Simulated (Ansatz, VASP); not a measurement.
## One calculation of MgO, two programs

Contents of INCAR:

```
ALGO = Normal ; EDIFF = 1E-7
ENCUT = 520 ; GGA = PE
ISIF = 2 ; ISMEAR = 0
LASPH = T ; LCHARG = F
LREAL = F ; LWAVE = F
NBANDS = 26 ; NELM = 100
PREC = Accurate ; SIGMA = 0.05
```

File KPOINTS:

```
k-points
0
Gamma
  9 9 2
```

File POSCAR:

```
MgO
1.0
    3.2803754002      0.0000000000      0.0000000000
   -1.6401877001      2.8408884305      0.0000000000
    0.0000000000      0.0000000000     10.5147056238
Mg O
4 4
Direct
    0.3333333333      0.6666666667      0.9694791811
    0.0000000000      0.0000000000      0.2208070585
    0.0000000000      0.0000000000      0.7208070585
    0.6666666667      0.3333333333      0.4694791811
    0.3333333333      0.6666666667      0.7800540723
   -0.2011964850      0.0000000000      0.5087347907
    0.0000000000      0.0000000000      0.0296578681
    0.6666666667      0.3333333333      0.2800540723
```

Input for Ansatz:

```yaml
crystal:
  lattice:
    - [3.2803754002, 0.0, 0.0]
    - [-1.6401877001, 2.8408884305, 0.0]
    - [0.0, 0.0, 10.5147056238]
  atoms:
    - { symbol: Mg, position: [0.3333333333, 0.6666666667, 0.9694791811] }
    - { symbol: Mg, position: [0.0, 0.0, 0.2208070585] }
    - { symbol: Mg, position: [0.0, 0.0, 0.7208070585] }
    - { symbol: Mg, position: [0.6666666667, 0.3333333333, 0.4694791811] }
    - { symbol: O, position: [0.3333333333, 0.6666666667, 0.7800540723] }
    - { symbol: O, position: [-0.201196485, 0.0, 0.5087347907] }
    - { symbol: O, position: [0.0, 0.0, 0.0296578681] }
    - { symbol: O, position: [0.6666666667, 0.3333333333, 0.2800540723] }
basis:
  ecutwfc: 420
kpoints:
  mp_grid: { grid: [9, 9, 2] }
hamiltonian:
  xc: pbe
  pseudopotentials: { kind: paw, azcp: { folder: soft_1 } }
scf:
  occupations: { method: gaussian, width: 0.05 }
output:
  forces: true
  stress: true
  eigenvalues: true
```

Alike in both runs: task single point; functional PBE; k mesh 9 × 9 × 2; occupations gaussian, width 0.05 eV; no spin polarisation.

|  | VASP | Ansatz |
| --- | --- | --- |
| version | VASP 6.6.1 | Ansatz 0.2.0 |
| potentials or method | VASP PAW PBE potentials, release 64 (Mg, O), cutoff 520 eV | scalar-relativistic, plane waves, PAW |
| valence electrons in the cell | 32 | 64 |

VASP gave:

* gap on the k mesh at the Fermi level (eV): 2.76
* least direct gap on the mesh (eV): 2.76
* pressure (GPa): 15.1
* traceless stress, the component that is largest in VASP (GPa): -23.20
* rms of the force components (eV/Å): 6.759

Problem. Which values does Ansatz return?

Solution. gap on the k mesh at the Fermi level (eV): 2.79; least direct gap on the mesh (eV): 2.79; pressure (GPa): 14.3; traceless stress, the component that is largest in VASP (GPa): -21.62; rms of the force components (eV/Å): 6.334.

Atom by atom the forces differ by 0.426 eV/Å (rms over components). The functional is the same, so the differences come from potentials, cutoffs and numerics. VASP's potentials hold 32 valence electrons a cell and Ansatz's 64, so a difference there can come from the potentials and not from the codes.
